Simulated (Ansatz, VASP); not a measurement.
**TaN: VASP beside Ansatz**

```
CELL_PARAMETERS angstrom
5.29992 0.00000 0.00000
-2.64996 4.58987 0.00000
0.00000 0.00000 2.91100
ATOMIC_POSITIONS crystal
Ta 0.33333 0.66667 0.50000
Ta 0.66667 0.33333 0.50000
Ta 0.00000 0.00000 0.00000
N 0.39285 0.00000 0.00000
N 0.60715 0.60715 0.00000
N 0.00000 0.39285 0.00000
```

Change from the starting cell: equal xx and yy strain of +2 %.

Alike in both runs: task single point; functional PBE; k mesh 6 × 6 × 9; occupations fermi-dirac, width 0.01 eV; no spin polarisation.

|  | VASP | Ansatz |
| --- | --- | --- |
| version | VASP 6.6.1 | Ansatz 0.2.0 |
| potentials or method | VASP PAW PBE potentials, release 64 (Ta_pv, N), cutoff 520 eV | all-electron LAPW, scalar-relativistic |

VASP gave:

```
pressure (GPa)                                                : -6.3
traceless stress, the component that is largest in VASP (GPa) : 4.57
rms of the force components (eV/Å)                            : 0.083
```

Q: Which values does Ansatz return?

A: Pressure (GPa): -6.8; traceless stress, the component that is largest in VASP (GPa): 4.63; rms of the force components (eV/Å): 0.086.

Atom by atom the forces differ by 0.003 eV/Å (rms over components). Ansatz ran all-electron here, and VASP with PAW potentials.

Spin-orbit coupling is off throughout.
